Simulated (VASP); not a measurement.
Here is a VASP 6.6.1 calculation.

The input INCAR:

```
PREC = Accurate
ENCUT = 520
EDIFF = 1E-6
ISMEAR = 0
SIGMA = 0.15
LREAL = F
LASPH = T
NELM = 100
ALGO = Normal
ISIF = 2
LWAVE = F
LCHARG = T
GGA = PE
LELF = T
LVHAR = T
NBANDS = 19
```

The input KPOINTS:

```
regular mesh
0
Gamma
  18 18 10
```

POSCAR

```
Ti
1.0
    2.7139980316      0.0000000000      0.0000000000
   -1.3569990158      2.3503912412      0.0000000000
    0.0000000000      0.0000000000      4.3111200000
Ti
2
Direct
    0.3333333333      0.6666666667      0.2500000000
    0.6666666667      0.3333333333      0.7500000000
```

Potentials or basis: VASP PAW PBE potentials, release 64 (Ti_sv).

Run with:

```console
$ cat potpaw_PBE.64/Ti_sv/POTCAR > POTCAR
$ mpirun -np 1 vasp_std > vasp.out
```

What does it give for the pressure?

38.5 GPa.

Estimate the band gap on the k mesh.

zero (bands 12 and 13 overlap by 1.23 eV).

Stress tensor (GPa, compression positive):
```
38.21  0.00  0.00
 0.00 38.21  0.00
 0.00  0.00 38.97
```

Caveat: the cell differs from its parent crystal (strain -0.080 along x and y, -0.080 along z); the cell stands under pressure.
